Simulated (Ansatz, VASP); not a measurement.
# Two plane-wave programs on PtSe2

```
CELL_PARAMETERS angstrom
3.72248 0.00000 0.00000
-1.86124 3.22376 0.00000
0.00000 0.00000 4.94978
ATOMIC_POSITIONS crystal
Pt 0.00000 0.00000 0.00000
Se 0.33333 0.66667 0.26552
Se 0.66667 0.33333 0.73448
```

Alike in both runs: task single point; functional PBE; dispersion D3(BJ); k mesh 12 × 12 × 8; occupations gaussian, width 0.15 eV; no spin polarisation.

|  | VASP | Ansatz |
| --- | --- | --- |
| version | VASP 6.6.1 | Ansatz 0.2.0 |
| potentials or method | VASP PAW PBE potentials, release 64 (Pt, Se), cutoff 520 eV | scalar-relativistic, plane waves, PAW |
| valence electrons in the cell | 22 | 50 |

Ansatz gave:

* gap on the k mesh at the Fermi level (eV): none
* pressure (GPa): 1.1
* traceless stress, the component that is largest in VASP (GPa): -1.80
* rms of the force components (eV/Å): 0.022

**Question.** Estimate VASP's values.

**Answer.** gap on the k mesh at the Fermi level (eV): none; pressure (GPa): 1.1; traceless stress, the component that is largest in VASP (GPa): -1.80; rms of the force components (eV/Å): 0.020.

Atom by atom the forces differ by 0.003 eV/Å (rms over components). A gap of «none» marks a metal or a gap that the smearing closes. VASP's potentials hold 22 valence electrons a cell and Ansatz's 50, so a difference there can come from the potentials and not from the codes.

Neither program's run includes spin-orbit coupling.
